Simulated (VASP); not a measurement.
Input of a VASP 6.6.1 run:

Contents of INCAR:

```
SYSTEM = TlCl
PREC = Accurate
ENCUT = 500
EDIFF = 1E-6
ISMEAR = 1
SIGMA = 0.1513
LREAL = .FALSE.
LASPH = .TRUE.
NELM = 120
ALGO = Normal
ISIF = 2
LWAVE = .FALSE.
LCHARG = .TRUE.
GGA = PE
LELF = .TRUE.
LVHAR = .TRUE.
NBANDS = 17
GGA_COMPAT = .FALSE.
```

Contents of KPOINTS:

```
regular mesh
0
G
  7 7 7
  0 0 0
```

POSCAR

```
TlCl
1.0
    3.8463860000      0.0000000000      0.0000000000
    0.0000000000      3.8463860000      0.0000000000
    0.0000000000      0.0000000000      3.8463860000
Tl Cl
1 1
Direct
    0.0000000000      0.0000000000      0.0000000000
    0.5000000000      0.5000000000      0.5000000000
```

Potentials or basis: VASP PAW PBE potentials, release 64 (Tl_d, Cl).

The run is started by

```console
$ cat potpaw_PBE.64/Tl_d/POTCAR potpaw_PBE.64/Cl/POTCAR > POTCAR
$ mpirun -np 1 vasp_std > vasp.out
```

(1) What does it give for the band gap on the k mesh?

(2) Estimate the pressure.

## Answers

(1) 2.56 eV.

(2) 0.9 GPa.

Caveat: spin-orbit coupling is left out, which moves the levels of the heavy elements; an odd mesh through Γ misses points on the zone boundary, where band edges can lie.
